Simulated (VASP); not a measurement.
Ir, 1 atom in the cell. Symmetry: Fm-3m, No. 225, cubic system. The conventional cell has a = 3.888 Å, b = 3.888 Å, c = 3.888 Å, α = 90.00°, β = 90.00°, γ = 90.00°. Ir (site symmetry m-3m) has 12 Ir at 2.75 Å within 3.6 Å. 

- Program: VASP 6.6.1
- Task: single point
- Functional: RPBE
- Potentials or basis: VASP PAW PBE potentials, release 64 (Ir)
- Cutoff: 520 eV
- k mesh: 14 × 14 × 14
- Occupations: fermi-dirac, width 0.1 eV
- Spin: no spin polarisation
- Dipole correction: no
- Further INCAR settings: ALGO = Normal; EDIFF = 1e-06; NBANDS = 10

Potentials or basis: VASP PAW PBE potentials, release 64 (Ir).

Command:

```sh
$ cat potpaw_PBE.64/Ir/POTCAR > POTCAR
$ mpirun -np 1 vasp_std > vasp.out
```

Hardware: 1 thread of Intel(R) Xeon(R) 6975P-C (Granite Rapids) (shared host).

Task: Estimate the wall time of this run.

Result: Wall time 5.5 s on 1 thread of Intel(R) Xeon(R) 6975P-C (Granite Rapids) (shared host), peak memory 0.14 GiB. Counts: scf iterations 11, k points 104.
